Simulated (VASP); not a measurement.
# WC (Fm-3m) in VASP: single point with r2SCAN

Aim: the single point of WC with r2SCAN.

All numbers are computed with VASP 6.6.1; they aren't measurements. Logs are shortened: lines on timing, memory, paths and dates and some standing lists are left out, and cuts for length are marked.

### Step 1. The cell of the first run

The structure is cubic, space group Fm-3m (No. 225). Conventional cell: a = 4.385 Å, b = 4.385 Å, c = 4.385 Å, α = 90.00°, β = 90.00°, γ = 90.00°. Within 2.9 Å of W (site symmetry m-3m) lie 6 C at 2.19 Å. Within 2.9 Å of C (site symmetry m-3m) lie 6 W at 2.19 Å.

### Step 2. Single point, r2SCAN

POSCAR reads:

```
WC
1.0
    0.0000000000      4.3853680000      4.3853680000
    2.1926840000      0.0000000000      2.1926840000
    2.1926840000      2.1926840000      0.0000000000
W C
2 2
Direct
    0.0000000000      0.0000000000      0.0000000000
    0.5000000000      0.0000000000      0.0000000000
    0.2500000000      0.5000000000      0.5000000000
    0.7500000000      0.5000000000      0.5000000000
```

INCAR.step1 reads:

```
SYSTEM = WC
  PREC = Accurate
  ENCUT = 660
  ISMEAR = -1
  SIGMA = 0.1
  LREAL = .False.
  LASPH = .True.
  NELM = 120
  NBANDS = 26
  GGA = PE
  ALGO = Normal
  EDIFF = 1E-5
  LWAVE = .True.
  LCHARG = .False.
  GGA_COMPAT = .False.
```

INCAR.step2 reads:

```
SYSTEM = WC
  PREC = Accurate
  ENCUT = 660
  EDIFF = 1E-6
  ISMEAR = -1
  SIGMA = 0.1
  LREAL = .False.
  LASPH = .True.
  NELM = 120
  ALGO = Normal
  ISIF = 2
  LWAVE = .False.
  LCHARG = .True.
  METAGGA = R2SCAN
  LMIXTAU = .True.
  LELF = .True.
  LVHAR = .True.
  NBANDS = 26
  ISTART = 1
  GGA_COMPAT = .False.
```

KPOINTS reads:

```
regular mesh
0
Gamma
  4 8 8
  0 0 0
```

Potentials or basis: VASP PAW PBE potentials, release 64 (W_sv, C).

Run with:

```sh
cat potpaw_PBE.64/W_sv/POTCAR potpaw_PBE.64/C/POTCAR > POTCAR
cp INCAR.step1 INCAR
mpirun -np 1 vasp_std > vasp.out
cp INCAR.step2 INCAR
mpirun -np 1 vasp_std > vasp.out
```

OUTCAR:

```text
SYSTEM = WC
   PREC = Accurate
   ENCUT = 660
   EDIFF = 1E-6
   ISMEAR = -1
   LREAL = .False.
   LASPH = .True.
   NELM = 120
   ISIF = 2
   METAGGA = R2SCAN
   ISTART = 1

 ion  position               nearest neighbor table
   1  0.000  0.000  0.000-   4 2.19   3 2.19   4 2.19   3 2.19   4 2.19   3 2.19   2 3.10   2 3.10
                             2 3.10   2 3.10   2 3.10   2 3.10
   2  0.500  0.000  0.000-   3 2.19   3 2.19   4 2.19   3 2.19   4 2.19   4 2.19   1 3.10   1 3.10
                             1 3.10   1 3.10   1 3.10   1 3.10
   3  0.250  0.500  0.500-   1 2.19   1 2.19   2 2.19   1 2.19   2 2.19   2 2.19
   4  0.750  0.500  0.500-   2 2.19   1 2.19   2 2.19   1 2.19   2 2.19   1 2.19

  LATTYP: Found a trigonal (rhomboedric) cell.
 ALAT       =     5.3709569672
 COS(alpha) =     0.8333333333

  Lattice vectors:

 A1 = (   2.1926840000,  -2.1926840000,  -4.3853680000)
 A2 = (   4.3853680000,  -2.1926840000,  -2.1926840000)
 A3 = (   2.1926840000,  -4.3853680000,  -2.1926840000)

Analysis of symmetry for initial positions (statically):
=====================================================================
 Subroutine PRICEL returns following result:

  LATTYP: Found a face centered cubic cell.
 ALAT       =     4.3853680000

  Lattice vectors:

 A1 = (   0.0000000000,   2.1926840000,   2.1926840000)
 A2 = (   2.1926840000,   0.0000000000,   2.1926840000)
 A3 = (   2.1926840000,   2.1926840000,   0.0000000000)

   2 primitive cells build up your supercell.

 Routine SETGRP: Setting up the symmetry group for a
 trigonal (rhombohedral) supercell.

 Subroutine GETGRP returns: Found 12 space group operations
 (whereof 12 operations were pure point group operations)
 out of a pool of 12 trial point group operations.

The static configuration has the point symmetry D_3d.

Analysis of symmetry for dynamics (positions and initial velocities):
=====================================================================
 Subroutine PRICEL returns following result:

  LATTYP: Found a face centered cubic cell.
 ALAT       =     4.3853680000

  Lattice vectors:

 A1 = (   0.0000000000,   2.1926840000,   2.1926840000)
 A2 = (   2.1926840000,   0.0000000000,   2.1926840000)
 A3 = (   2.1926840000,   2.1926840000,   0.0000000000)

   2 primitive cells build up your supercell.

 Routine SETGRP: Setting up the symmetry group for a
 trigonal (rhombohedral) supercell.

 Subroutine GETGRP returns: Found 12 space group operations
 (whereof 12 operations were pure point group operations)
 out of a pool of 12 trial point group operations.

The dynamic configuration has the point symmetry D_3d.

 Subroutine INISYM returns: Found 12 space group operations
 (whereof 12 operations are pure point group operations),
 and found     2 'primitive' translations

----------------------------------------------------------------------------------------

                                     Primitive cell

  volume of cell :      21.0842

  direct lattice vectors                    reciprocal lattice vectors
     0.000000000  2.192684000  2.192684000    -0.228031034  0.228031034  0.228031034
     2.192684000  0.000000000  2.192684000     0.228031034 -0.228031034  0.228031034
     2.192684000  2.192684000  0.000000000     0.228031034  0.228031034 -0.228031034

  length of vectors
     3.100923451  3.100923451  3.100923451     0.394961337  0.394961337  0.394961337

  position of ions in fractional coordinates (direct lattice)
     0.000000000  0.000000000  0.000000000
     0.500000000  0.500000000  0.500000000

  ion indices of the primitive-cell ions
   primitive index   ion index
                 1           1
                 2           3

----------------------------------------------------------------------------------------

 KPOINTS: regular mesh

Automatic generation of k-mesh.
 Grid dimensions read from file:
 generate k-points for:    4    8    8

 Generating k-lattice:

  Cartesian coordinates                     Fractional coordinates (reciprocal lattice)
    -0.028503879  0.028503879  0.028503879     0.250000000  0.000000000  0.000000000
     0.028503879 -0.028503879  0.028503879     0.000000000  0.125000000  0.000000000
     0.028503879  0.028503879 -0.028503879     0.000000000  0.000000000  0.125000000

  Length of vectors
     0.049370167  0.049370167  0.049370167

  Shift w.r.t. Gamma in fractional coordinates (k-lattice)
     0.000000000  0.000000000  0.000000000

 -----------------------------------------------------------------------------
|                                                                             |
|           W    W    AA    RRRRR   N    N  II  N    N   GGGG   !!!           |
|           W    W   A  A   R    R  NN   N  II  NN   N  G    G  !!!           |
|           W    W  A    A  R    R  N N  N  II  N N  N  G       !!!           |
|           W WW W  AAAAAA  RRRRR   N  N N  II  N  N N  G  GGG   !            |
|           WW  WW  A    A  R   R   N   NN  II  N   NN  G    G                |
|           W    W  A    A  R    R  N    N  II  N    N   GGGG   !!!           |
|                                                                             |
|     Your reciprocal lattice and k-lattice belong to different lattice       |
|     classes:                                                                |
|                                                                             |
|        The reciprocal lattice is rhombohedral (trigonal),                   |
|        whereas your k-lattice is body-centered cubic.                       |
|                                                                             |
|     Results are often still useful ...                                      |
|                                                                             |
 -----------------------------------------------------------------------------

 Subroutine IBZKPT returns following result:
 ===========================================

 Found     35 irreducible k-points:

 Following reciprocal coordinates:
            Coordinates               Weight
  0.000000  0.000000  0.000000      1.000000
  0.250000  0.000000  0.000000      2.000000
  0.500000  0.000000  0.000000      1.000000
  0.000000  0.125000  0.000000      6.000000
  0.250000  0.125000  0.000000      6.000000
  0.500000  0.125000  0.000000      6.000000
[... 16 lines left out ...]
  0.250000  0.375000  0.125000     12.000000
  0.500000  0.375000  0.125000     12.000000
 [... further k-points ...]
   k-points           NKPTS =     35   k-points in BZ     NKDIM =     35   number of bands    NBANDS=     26
   number of dos      NEDOS =    301   number of ions     NIONS =      4
   total plane-waves  NPLWV =  42336
   dimension x,y,z NGX =    54 NGY =   28 NGZ =   28
   dimension x,y,z NGXF=   108 NGYF=   56 NGZF=   56
   ions per type =               2   2
   NGX,Y,Z   is equivalent  to a cutoff of  14.48, 15.01, 15.01 a.u.
   NGXF,Y,Z  is equivalent  to a cutoff of  28.95, 30.02, 30.02 a.u.
 SYSTEM =  WC
   PREC   = accura    normal or accurate (medium, high low for compatibility)
   ISTART =      1    job   : 0-new  1-cont  2-samecut
   ICHARG =      0    charge: 1-file 2-atom 10-const
   ISPIN  =      1    spin polarized calculation?
   LNONCOLLINEAR =      F non collinear calculations
   LSORBIT =      F    spin-orbit coupling
   LASPH  =      T    aspherical Exc in radial PAW
   ENCUT  =  660.0 eV  48.51 Ry    6.96 a.u.  12.99  6.50  6.50*2*pi/ulx,y,z
   NELM   =    120;   NELMIN=  2; NELMDL=  0     # of ELM steps
   EDIFF  = 0.1E-05   stopping-criterion for ELM
   LREAL  =      F    real-space projection
   EDIFFG = 0.1E-04   stopping-criterion for IOM
   NSW    =      0    number of steps for IOM
   IBRION =     -1    ionic relax: 0-MD 1-quasi-New 2-CG
   NFREE  =      0    steps in history (QN), initial steepest desc. (CG)
   ISIF   =      2    stress and relaxation
   ISYM   =      2    0-nonsym 1-usesym 2-fastsym
   POTIM  = 0.5000    time-step for ionic-motion
   TEBEG  =    0.0;   TEEND  =   0.0 temperature during run
   PSTRESS=    0.0 pullay stress
   NELECT =      36.0000    total number of electrons
   NUPDOWN=      -1.0000    fix difference up-down
   EMIN   =  10.00;   EMAX   =-10.00  energy-range for DOS
   EFERMI =   0.00;   METHOD = LEGACY
   ISMEAR =    -1;   SIGMA  =   0.10  broadening in eV -4-tet -1-fermi 0-gaus
   EFERMI_NEDOS =   21; number of points for ismear=-14 and -15
   IALGO  =     38    algorithm
   IMIX   =      4    mixing-type and parameters
     AMIX     =   0.40;   BMIX     =  1.00
     AMIX_MAG =   1.60;   BMIX_MAG =  1.00
  volume/ion in A,a.u.               =      10.54        71.14
  Fermi-wavevector in a.u.,A,eV,Ry     =   1.553029  2.934800 32.815887  2.411900
  Thomas-Fermi vector in A             =   2.657319
   LORBIT       =      0    0 simple, 1 ext, 2 COOP (PROOUT), +10 PAW based schemes
   METAGGA = R2SCAN    functional components
   LHFCALC =     F    Hartree Fock is set to
   AEXX    =    0.0000 exact exchange contribution
   IVDW    =     0    specifies the selected vdW correction
   LEPSILON=     F    determine dielectric tensor
   LRPA    =     F    only Hartree local field effects (RPA)
 non-spin polarized calculation
  energy-cutoff  :      660.00
  volume of cell :       42.17
 maximum number of plane-waves:      1665
 NGX is ok and might be reduce to    54
   NGX = 25   NGY = 13   NGZ = 13

 number of electron      36.0000001 magnetization

 Free energy of the ion-electron system (eV)
  ---------------------------------------------------
  ext. energy  EPLUGINS =         0.00000000
  ---------------------------------------------------
  free energy    TOTEN  =      -121.27155200 eV

  energy without entropy =     -121.18394102  energy(sigma->0) =     -121.22774651

 E-fermi :  12.5353     XC(G=0): -14.8489

 val. band max:       12.5190520022   @ k =   0.2500   0.5000   0.0000
 cond. band min:      12.5696706328   @ k =   0.2500   0.1250   0.0000
 fundamental gap:      0.0506186306
 Fermi energy:        12.5352856155

 k-point     1 :       0.0000    0.0000    0.0000
  band No.  band energies     occupation
      1     -65.0475      2.00000
      2     -65.0059      2.00000
      3     -29.0063      2.00000
      4     -28.4513      2.00000
      5     -28.4513      2.00000
      6     -28.3839      2.00000
[... 685 lines left out ...]
     25      19.0632      0.00000
     26      19.2160      0.00000

 [... further k-points ...]

------------------------ aborting loop because EDIFF is reached ----------------------------------------

  FORCE on cell =-STRESS in cart. coord.  units (eV):
  Direction    XX          YY          ZZ          XY          YZ          ZX
  --------------------------------------------------------------------------------------
  -------------------------------------------------------------------------------------
  Total       -0.8771297     -0.8771297     -0.8771297      0.0000228     -0.0000228      0.0000228
  in kB      -33.3262371    -33.3262371    -33.3262371      0.0008663     -0.0008663      0.0008663
  external PRESSURE =     -33.3262371 kB  Pullay stress =       0.0000000 kB

 VOLUME and BASIS-vectors are now :
 -----------------------------------------------------------------------------
  energy-cutoff  :      660.00
  volume of cell :       42.17
      direct lattice vectors                 reciprocal lattice vectors
     0.000000000  4.385368000  4.385368000    -0.114015517  0.114015517  0.114015517
     2.192684000  0.000000000  2.192684000     0.228031034 -0.228031034  0.228031034
     2.192684000  2.192684000  0.000000000     0.228031034  0.228031034 -0.228031034

 POSITION                                       TOTAL-FORCE (eV/Angst)
 -----------------------------------------------------------------------------------
      0.00000      0.00000      0.00000         0.000000      0.000000      0.000000
      0.00000      2.19268      2.19268         0.000000     -0.000000     -0.000000
      2.19268      2.19268      2.19268        -0.000000      0.000000      0.000000
      2.19268      4.38537      4.38537        -0.000000     -0.000000      0.000000
 -----------------------------------------------------------------------------------
    total drift:                                0.000000      0.000000     -0.000000

  FREE ENERGIE OF THE ION-ELECTRON SYSTEM (eV)
  ---------------------------------------------------
  free  energy   TOTEN  =      -121.2715520044 eV

  energy  without entropy=     -121.1839410212  energy(sigma->0) =     -121.22774651
```

It took 4.2 min on 1 thread of Intel Xeon Platinum 8259CL at 2.50GHz (Skylake/Cascade Lake), shared host; peak memory 0.23 GiB.

Results:

| Item | Value |
| --- | --- |
| Free energy | -121.2716 eV |
| Pressure | -3.3 GPa |
| Band gap on the k mesh | zero (bands 18 and 19 overlap by 2.01 eV) |

Caveat: the cell stands under tension; the PAW data sets were made with another functional, which shifts forces and pressure a little; spin-orbit coupling is left out, which moves the levels of the heavy elements.
